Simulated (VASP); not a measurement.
Here is a VASP 6.6.1 calculation.

The input INCAR:

```
PREC     = Accurate       # precision mode
ENCUT    = 520            # plane-wave cutoff, eV
EDIFF    = 1E-7           # SCF threshold, eV
ISMEAR   = -1             # smearing method
SIGMA    = 0.05           # smearing width, eV
LREAL    = False          # projectors in reciprocal space
LASPH    = True           # aspherical terms in the spheres
NELM     = 100            # most SCF steps
ALGO     = Normal         # electronic algorithm
ISIF     = 2              # what is computed and relaxed
LWAVE    = False          # write WAVECAR
LCHARG   = False          # write CHGCAR
GGA      = PE             # functional
NBANDS   = 12             # bands
```

Contents of KPOINTS:

```
regular mesh
0
Gamma
  8 8 8
```

Contents of POSCAR:

```
HCN
1.0
   -1.6111116244      1.6111116244      1.9332800336
    1.6111116244     -1.6111116244      1.9332800336
    1.6111116244      1.6111116244     -1.9332800336
N C H
1 1 1
Direct
    0.3028928363      0.3028928363      0.0000000000
    0.0036812335      0.0036812335      0.0000000000
    0.7211259302      0.7211259302      0.0000000000
```

Potentials or basis: VASP PAW PBE potentials, release 64 (N, C, H).

The run is started by

```sh
$ cat potpaw_PBE.64/N/POTCAR potpaw_PBE.64/C/POTCAR potpaw_PBE.64/H/POTCAR > POTCAR
$ mpirun -np 1 vasp_std > vasp.out
```

(1) Predict the largest force.

(2) What does it give for the band gap on the k mesh?

(3) What does it give for the pressure?

Answers

(1) 0.467 eV/Å.

(2) 3.44 eV, indirect (least direct gap 3.64 eV).

(3) 30.9 GPa.
